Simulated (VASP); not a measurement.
# Pt (Fm-3m) in VASP: further runs, part 2 of 2

VASP 6.6.1. The steps go on from the part before.

### Step 5. Relaxation of cell and atoms, PBEsol

This run uses another cell than the first one, of 15.08 Å³/atom, 1.017 times its volume.

Input file INCAR:

```
SYSTEM = Pt
  PREC = Accurate
  ENCUT = 600
  EDIFF = 1E-6
  ISMEAR = -1
  SIGMA = 0.05
  LREAL = .False.
  LASPH = .True.
  NELM = 80
  ALGO = Normal
  ISIF = 3
  LWAVE = .False.
  LCHARG = .False.
  GGA = PS
  IBRION = 2
  NSW = 60
  EDIFFG = -0.01
```

Input file KPOINTS:

```
Automatic mesh
0
Gamma
  12 12 12
  0 0 0
```

Input file POSCAR:

```
Pt
1.0
    0.0000000000      1.9609000000      1.9609000000
    1.9609000000      0.0000000000      1.9609000000
    1.9609000000      1.9609000000      0.0000000000
Pt
1
Direct
    0.0000000000      0.0000000000      0.0000000000
```

Potentials or basis: VASP PAW PBE potentials, release 64 (Pt).

Command:

```sh
cat potpaw_PBE.64/Pt/POTCAR > POTCAR
mpirun -np 1 vasp_std > vasp.out
```

OUTCAR:

```text
SYSTEM = Pt
   PREC = Accurate
   ENCUT = 600
   EDIFF = 1E-6
   ISMEAR = -1
   LREAL = .False.
   LASPH = .True.
   NELM = 80
   ISIF = 3
   GGA = PS
   IBRION = 2
   NSW = 60
   EDIFFG = -0.01

 ion  position               nearest neighbor table
   1  0.000  0.000  0.000-

  LATTYP: Found a face centered cubic cell.
 ALAT       =     3.9218000000

  Lattice vectors:

 A1 = (   0.0000000000,   1.9609000000,   1.9609000000)
 A2 = (   1.9609000000,   0.0000000000,   1.9609000000)
 A3 = (   1.9609000000,   1.9609000000,   0.0000000000)

Analysis of symmetry for initial positions (statically):
=====================================================================
 Subroutine PRICEL returns:
 Original cell was already a primitive cell.

 Routine SETGRP: Setting up the symmetry group for a
 face centered cubic supercell.

 Subroutine GETGRP returns: Found 48 space group operations
 (whereof 48 operations were pure point group operations)
 out of a pool of 48 trial point group operations.

The static configuration has the point symmetry O_h .

Analysis of symmetry for dynamics (positions and initial velocities):
=====================================================================
 Subroutine PRICEL returns:
 Original cell was already a primitive cell.

 Routine SETGRP: Setting up the symmetry group for a
 face centered cubic supercell.

 Subroutine GETGRP returns: Found 48 space group operations
 (whereof 48 operations were pure point group operations)
 out of a pool of 48 trial point group operations.

The dynamic configuration has the point symmetry O_h .

 Subroutine INISYM returns: Found 48 space group operations
 (whereof 48 operations are pure point group operations),
 and found     1 'primitive' translations
[... 118 lines left out ...]
   GGA     = PS    functional components
   LHFCALC =     F    Hartree Fock is set to
   AEXX    =    0.0000 exact exchange contribution
   IVDW    =     0    specifies the selected vdW correction
   LEPSILON=     F    determine dielectric tensor
   LRPA    =     F    only Hartree local field effects (RPA)
 conjugate gradient relaxation of ions
 non-spin polarized calculation
  energy-cutoff  :      600.00
  volume of cell :       15.08
 maximum number of plane-waves:       531
 NGX is ok and might be reduce to    24
   NGX = 11   NGY = 11   NGZ = 11

--------------------------------------- Ionic step        1  -------------------------------------------

 number of electron      10.0000000 magnetization

 Free energy of the ion-electron system (eV)
  ---------------------------------------------------
  ext. energy  EPLUGINS =         0.00000000
  ---------------------------------------------------
  free energy    TOTEN  =        -6.97303887 eV

  energy without entropy =       -6.95741594  energy(sigma->0) =       -6.96522740

------------------------ aborting loop because EDIFF is reached ----------------------------------------

  FORCE on cell =-STRESS in cart. coord.  units (eV):
  Direction    XX          YY          ZZ          XY          YZ          ZX
  --------------------------------------------------------------------------------------
  -------------------------------------------------------------------------------------
  Total       -0.0862813     -0.0862813     -0.0862813      0.0000000      0.0000000     -0.0000000
  in kB       -9.1670740     -9.1670740     -9.1670740      0.0000000      0.0000000     -0.0000000
  external PRESSURE =      -9.1670740 kB  Pullay stress =       0.0000000 kB
[... 57 lines left out ...]
--------------------------------------- Ionic step        3  -------------------------------------------

 number of electron      10.0000000 magnetization

 Free energy of the ion-electron system (eV)
  ---------------------------------------------------
  ext. energy  EPLUGINS =         0.00000000
  ---------------------------------------------------
  free energy    TOTEN  =        -6.97318296 eV

  energy without entropy =       -6.95759648  energy(sigma->0) =       -6.96538972

 E-fermi :  11.1859     XC(G=0): -13.6460

 val. band max:       11.1815263306   @ k =  -0.4167   0.3333   0.0833
 cond. band min:      11.1882546121   @ k =   0.5000   0.4167   0.0833
 fundamental gap:      0.0067282814
 Fermi energy:        11.1858872917

 k-point     1 :       0.0000    0.0000    0.0000
  band No.  band energies     occupation
      1       0.8266      2.00000
      2       7.3426      2.00000
      3       7.3426      2.00000
      4       7.3426      2.00000
      5       9.5347      2.00000
      6       9.5347      2.00000
      7      25.7739      0.00000
      8      30.7510      0.00000
      9      30.7510      0.00000
[... 265 lines left out ...]
 k-point    24 :      -0.4167    0.1667    0.0000
  band No.  band energies     occupation
      1       4.5824      2.00000
      2       6.6968      2.00000
      3       7.9731      2.00000
      4       8.2349      2.00000
      5      10.8746      1.99605
      6      14.1698      0.00000
      7      17.1746      0.00000
      8      25.9592      0.00000
      9      28.0563      0.00000

 [... further k-points ...]
[... 5 lines left out ...]
  --------------------------------------------------------------------------------------
  -------------------------------------------------------------------------------------
  Total        0.0025338      0.0025338      0.0025338      0.0000000     -0.0000000      0.0000000
  in kB        0.2700873      0.2700873      0.2700873      0.0000000     -0.0000000      0.0000000
  external PRESSURE =       0.2700873 kB  Pullay stress =       0.0000000 kB
[... 16 lines left out ...]
  FREE ENERGIE OF THE ION-ELECTRON SYSTEM (eV)
  ---------------------------------------------------
  free  energy   TOTEN  =        -6.9731829572 eV

  energy  without entropy=       -6.9575964802  energy(sigma->0) =       -6.96538972

 reached required accuracy - stopping structural energy minimisation
```

OSZICAR:

```text
N       E                     dE             d eps       ncg     rms          rms(c)
DAV:   1     0.414052989962E+02    0.41405E+02   -0.59883E+03  1328   0.116E+03
DAV:   2    -0.697617576342E+01   -0.48381E+02   -0.46909E+02  1351   0.200E+02
DAV:   3    -0.742107428063E+01   -0.44490E+00   -0.44012E+00  1541   0.202E+01
DAV:   4    -0.742230603787E+01   -0.12318E-02   -0.12317E-02  1478   0.111E+00
[... 17 lines left out ...]
DAV:   1    -0.698056859064E+01   -0.85542E-02   -0.17102E-01  1316   0.445E+00    0.599E-01
DAV:   2    -0.697356632614E+01    0.70023E-02   -0.20868E-02  1299   0.128E+00    0.246E-01
DAV:   3    -0.697316311260E+01    0.40321E-03   -0.20171E-03  1355   0.374E-01    0.129E-01
DAV:   4    -0.697318254551E+01   -0.19433E-04   -0.74670E-05  1459   0.713E-02    0.712E-03
DAV:   5    -0.697318295720E+01   -0.41168E-06   -0.19654E-06  1317   0.116E-02
   3 F= -.69731830E+01 E0= -.69653897E+01  d E =-.144086E-03
```

Run time: 23 s. Hardware: 1 thread of AMD EPYC 7R43 (Zen 3), shared host; peak memory 0.11 GiB.

Results:

```yaml
Free_energy: -6.9732 eV
Relaxed_volume: 15.03 Å³/atom
Relaxed_cell: a = 2.770 Å, b = 2.770 Å, c = 2.770 Å, α = 60.00°, β = 60.00°, γ = 60.00°
Space_group_after_relaxing_to_0.05_Å: Fm-3m (No. 225)
Energy_gained_by_relaxing: 0.1 meV/atom
Ionic_steps: 3
Pressure_after_relaxing: 0.0 GPa
Band_gap_on_the_k_mesh: zero (band 5 reaches 11.67 eV, above the bottom of band 6 at 9.43 eV)
```

Step by step:
```csv
step,energy change (eV),largest force (eV/Å),pressure (GPa),volume (Å³)
1,0.0000,0.0000,-0.92,15.08
2,0.0010,0.0000,2.75,14.89
3,-0.0001,0.0000,0.03,15.03
```

Final structure:
```yaml
crystal:
  lattice:
    - [0.00000, 1.95877, 1.95877]
    - [1.95877, 0.00000, 1.95877]
    - [1.95877, 1.95877, 0.00000]
  atoms:
    - { symbol: Pt, position: [0.00000, 0.00000, 0.00000] }
```

Levels at points of the mesh, in eV from the Fermi level:
```csv
k point,band 1,band 2,band 3,band 4,band 5,band 6,band 7,band 8,band 9
"(0.00, 0.00, 0.00)",-10.36,-3.84,-3.84,-3.84,-1.65,-1.65,14.59,19.57,19.57
"(0.50, 0.00, 0.00)",-7.43,-3.90,-3.90,-0.59,0.03,0.03,5.81,14.14,18.94
"(0.50, 0.50, 0.00)",-7.17,-6.70,0.00,0.48,0.48,1.68,8.85,11.32,11.32
```

Caveat: the PAW data sets were made with another functional, which shifts forces and pressure a little; spin-orbit coupling is left out, which moves the levels of the heavy elements.

### Step 6. Relaxation of cell and atoms, PBEsol+D3(BJ)

This run uses another cell than the first one, of 15.08 Å³/atom, 1.017 times its volume.

Input file INCAR:

```
SYSTEM = Pt
ALGO     = Normal         ! electronic algorithm
EDIFF    = 1E-7           ! SCF threshold, eV
EDIFFG   = -0.01          ! ionic threshold
ENCUT    = 600            ! plane-wave cutoff, eV
GGA      = PS             ! functional
IBRION   = 2              ! ionic algorithm
ISIF     = 3              ! what is computed and relaxed
ISMEAR   = -1             ! smearing method
IVDW     = 12             ! dispersion correction
LASPH    = .TRUE.         ! aspherical terms in the spheres
LCHARG   = .FALSE.        ! write CHGCAR
LREAL    = .FALSE.        ! projectors in reciprocal space
LWAVE    = .FALSE.        ! write WAVECAR
NELM     = 60             ! most SCF steps
NSW      = 60             ! ionic steps
PREC     = Accurate       ! precision mode
SIGMA    = 0.05           ! smearing width, eV
```

Input file KPOINTS:

```
k-points
0
G
  12 12 12
  0 0 0
```

POSCAR is that of step 5.

Potentials or basis: VASP PAW PBE potentials, release 64 (Pt).

Command:

```sh
cat potpaw_PBE.64/Pt/POTCAR > POTCAR
mpirun -np 1 vasp_std > vasp.out
```

Run time: 43 s. Hardware: 1 thread of AMD EPYC 7R43 (Zen 3), shared host; peak memory 0.13 GiB.

The run converged. Its results:

| Quantity | Value |
| --- | --- |
| Free energy | -7.7352 eV |
| Relaxed volume | 14.62 Å³/atom |
| Relaxed cell | a = 2.745 Å, b = 2.745 Å, c = 2.745 Å, α = 60.00°, β = 60.00°, γ = 60.00° |
| Space group after relaxing (to 0.05 Å) | Fm-3m (No. 225) |
| Energy gained by relaxing | 13.3 meV/atom |
| Ionic steps | 4 |
| Pressure after relaxing | 0.0 GPa |
| Band gap on the k mesh | zero (band 5 reaches 12.24 eV, above the bottom of band 6 at 9.88 eV) |
| Dispersion energy per atom | -0.772 eV |

The path:
| step | energy change (eV) | largest force (eV/Å) | pressure (GPa) | volume (Å³) |
| --- | --- | --- | --- | --- |
| 1 | 0.0000 | 0.0000 | -8.98 | 15.08 |
| 2 | 0.1282 | 0.0000 | 38.19 | 13.31 |
| 3 | -0.0133 | 0.0000 | -0.36 | 14.64 |
| 4 | -0.0133 | 0.0000 | -0.05 | 14.62 |

Final structure:
```yaml
crystal:
  lattice:
    - [0.00000, 1.94095, 1.94095]
    - [1.94095, 0.00000, 1.94095]
    - [1.94095, 1.94095, 0.00000]
  atoms:
    - { symbol: Pt, position: [0.00000, 0.00000, 0.00000] }
```

Levels at points of the mesh, in eV from the Fermi level:
| k point | band 2 | band 3 | band 4 | band 5 | band 6 | band 7 | band 8 | band 9 |
| --- | --- | --- | --- | --- | --- | --- | --- | --- |
| (0.00, 0.00, 0.00) | -4.02 | -4.02 | -4.02 | -1.73 | -1.73 | 14.50 | 19.64 | 19.64 |
| (0.50, 0.00, 0.00) | -4.09 | -4.09 | -0.70 | 0.04 | 0.04 | 6.02 | 14.07 | 19.13 |
| (0.50, 0.50, 0.00) | -7.00 | 0.01 | 0.51 | 0.51 | 1.62 | 9.15 | 11.41 | 11.41 |

Caveat: the PAW data sets were made with another functional, which shifts forces and pressure a little; spin-orbit coupling is left out, which moves the levels of the heavy elements; pairwise dispersion overbinds metals, which lowers pressure and volume.

### Step 7. Overview

```csv
task,level,cell,cutoff (eV),gap on the mesh (eV),pressure (GPa),relaxed volume (Å³/atom)
single point,PBEsol+D4,"a = 2.757 Å, angles 60.0°, 1 atom",520,none,-0.4,-
single point,PBEsol,"a = 2.771 Å, angles 60.0°, 1 atom",520,none,-0.4,-
single point,PBEsol+D3(BJ),"a = 2.773 Å, angles 60.0°, 1 atom",520,none,-9.1,-
relaxation of cell and atoms,PBEsol,"relaxed from a = 2.773 Å, angles 60.0°, 1 atom",600,none,0.0,15.03
relaxation of cell and atoms,PBEsol+D3(BJ),"relaxed from a = 2.773 Å, angles 60.0°, 1 atom",600,none,0.0,14.62
```

Alike in all rows: potentials or basis VASP PAW PBE potentials, release 64 (Pt); no spin polarisation; k mesh 12 × 12 × 12; smearing fermi-dirac 0.05 eV.

Caveats: the PAW data sets were made with another functional, which shifts forces and pressure a little; spin-orbit coupling is left out, which moves the levels of the heavy elements; pairwise dispersion overbinds metals, which lowers pressure and volume (some runs); three body term missing (some runs).

Absolute energies hang on the potentials; compare differences alone.
